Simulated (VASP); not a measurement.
Runs of VASP 6.6.1 on Ti. The structure is that of space group Fm-3m (No. 225), or close to it. The cells are those of the table. 

| cell | gap on the mesh (eV) | pressure (GPa) |
| --- | --- | --- |
| a = 2.828, b = 2.828, c = 2.785 Å, angles 60.5, 60.5, 59.0°, 1 atom | none | 13.2 |
| a = 2.828 Å, angles 60.0°, 1 atom | none | 11.0 |
| a = 2.936, b = 2.936, c = 2.914 Å, angles 60.2, 60.2, 59.5°, 1 atom | none | -2.0 |
| a = 2.914 Å, angles 60.0°, 1 atom | none | (b) |
| a = 2.936, b = 2.936, c = 2.957 Å, angles 59.8, 59.8, 60.5°, 1 atom | none | -3.5 |
| a = 2.892, b = 2.892, c = 2.914 Å, angles 59.8, 59.8, 60.5°, 1 atom | none | (a) |

Alike in all rows: task single point; level r2SCAN; potentials or basis VASP PAW PBE potentials, release 64 (Ti_sv); no spin polarisation; k mesh 20 × 20 × 20; cutoff (eV) 520; smearing gaussian 0.15 eV.

Problem. Estimate the missing entries.

Solution. (a) 1.2; (b) -0.4.

Caveats: the PAW data sets were made with another functional, which shifts forces and pressure a little.

A gap of «none» marks levels without a gap at the run's occupations.
